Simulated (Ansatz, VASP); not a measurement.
**One calculation of Mg, two programs**

File INCAR:

```
SYSTEM = Mg
PREC     = Accurate       ! precision mode
ENCUT    = 520            ! plane-wave cutoff, eV
EDIFF    = 1E-6           ! SCF threshold, eV
ISMEAR   = 0              ! smearing method
SIGMA    = 0.15           ! smearing width, eV
LREAL    = .FALSE.        ! projectors in reciprocal space
LASPH    = .TRUE.         ! aspherical terms in the spheres
NELM     = 60             ! most SCF steps
ALGO     = Normal         ! electronic algorithm
ISIF     = 2              ! what is computed and relaxed
LWAVE    = .FALSE.        ! write WAVECAR
LCHARG   = .FALSE.        ! write CHGCAR
GGA      = PS             ! functional
NBANDS   = 9              ! bands
```

File KPOINTS:

```
Automatic mesh
0
G
  18 18 10
  0 0 0
```

POSCAR

```
Mg
1.0
    3.0809006712      0.0000000000      0.0000000000
   -1.5404503356      2.6681382478      0.0000000000
    0.0000000000      0.0000000000      5.6271564000
Mg
2
Direct
    0.3333333333      0.6666666667      0.2500000000
    0.6666666667      0.3333333333      0.7500000000
```

Input for Ansatz:

```yaml
crystal:
  lattice:
    - [3.0809006712, 0.0, 0.0]
    - [-1.5404503356, 2.6681382478, 0.0]
    - [0.0, 0.0, 5.6271564]
  atoms:
    - { symbol: Mg, position: [0.3333333333, 0.6666666667, 0.25] }
    - { symbol: Mg, position: [0.6666666667, 0.3333333333, 0.75] }
basis:
  ecutwfc: 420
kpoints:
  mp_grid: { grid: [18, 18, 10] }
hamiltonian:
  xc: pbesol
scf:
  occupations: { method: gaussian, width: 0.15 }
output:
  forces: true
  stress: true
  eigenvalues: true
```

Change from the starting cell: strain -0.040 along x and y, +0.080 along z, atoms carried along.

Alike in both runs: task single point; functional PBEsol; k mesh 18 × 18 × 10; occupations gaussian, width 0.15 eV; no spin polarisation.

|  | VASP | Ansatz |
| --- | --- | --- |
| version | VASP 6.6.1 | Ansatz 0.2.0 |
| potentials or method | VASP PAW PBE potentials, release 64 (Mg), cutoff 520 eV | scalar-relativistic, plane waves, PAW |
| valence electrons in the cell | 4 | 20 |

```tsv
	VASP	Ansatz	Ansatz less VASP
gap on the k mesh at the Fermi level (eV)	none	none	-
pressure (GPa)	-0.3	-0.3	+0.05
traceless stress, the component that is largest in VASP (GPa)	-3.30	-3.27	+0.025
```

VASP's potentials were made for PBE, not for PBEsol. A gap of «none» marks a metal or a gap that the smearing closes. VASP's potentials hold 4 valence electrons a cell and Ansatz's 20, so a difference there can come from the potentials and not from the codes.
